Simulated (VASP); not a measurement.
**C: single point with LDA**

C, a slab with vacuum:

```
C
1.0
     2.45617    0.00000    0.00000
    -1.22809    2.12711    0.00000
     0.00000    0.00000    8.52380
C
2
Direct
  0.33333 0.66667 0.00000
  0.66667 0.33333 0.99413
```

* Program: VASP 6.6.1
* Task: single point
* Functional: LDA
* Potentials or basis: VASP PAW LDA potentials, release 64 (C)
* Cutoff: 600 eV
* k mesh: 14 × 14 × 3
* Occupations: fermi-dirac, width 0.1 eV
* Spin: no spin polarisation

```yaml
Largest_force: 0.888 eV/Å
```

Forces on the atoms (eV/Å):
```
C    0.000  0.000 -0.888
C    0.000  0.000  0.888
```

It took 50 s on 1 thread of Intel Xeon 8259CL, on a shared host, peak memory 0.16 GiB.
